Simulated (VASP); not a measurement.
NiCl4, 5 atoms in the cell. The structure is orthorhombic, space group Cmmm (No. 65). The conventional cell has a = 7.937 Å, b = 8.334 Å, c = 3.563 Å, α = 90.00°, β = 90.00°, γ = 90.00°. Within 3.3 Å of Cl (site symmetry m2m) lie 2 Ni at 2.38 Å and 5 Cl at 3.16 to 3.28 Å. Cl (site symmetry 2mm) has 1 Ni at 2.26 Å within 3.0 Å. Within 3.0 Å of Ni (site symmetry mmm) lie 6 Cl at 2.26 to 2.38 Å. 

| Property | Result |
| --- | --- |
| Program | VASP 6.6.1 |
| Task | single point |
| Functional | PBE |
| Potentials or basis | VASP PAW PBE potentials, release 64 (Cl, Ni) |
| Cutoff | 520 eV |
| k mesh | 3 × 3 × 5 |
| Occupations | fermi-dirac, width 0.1 eV |
| Spin | no spin polarisation |
| Dipole correction | no |
| Further INCAR settings | ALGO = Normal; EDIFF = 1e-06; NBANDS = 27 |

Potentials or basis: VASP PAW PBE potentials, release 64 (Cl, Ni).

The run is started by

```sh
$ cat potpaw_PBE.64/Cl/POTCAR potpaw_PBE.64/Ni/POTCAR > POTCAR
$ mpirun -np 1 vasp_std > vasp.out
```

Hardware: 1 thread of Intel Xeon 8259CL, on a shared host.

**Question.** How long does it take, and how much memory?

**Answer.** Wall time 110 s on 1 thread of Intel Xeon 8259CL, with other jobs on the host, peak memory 0.24 GiB. Counts: scf iterations 22, k points 12.
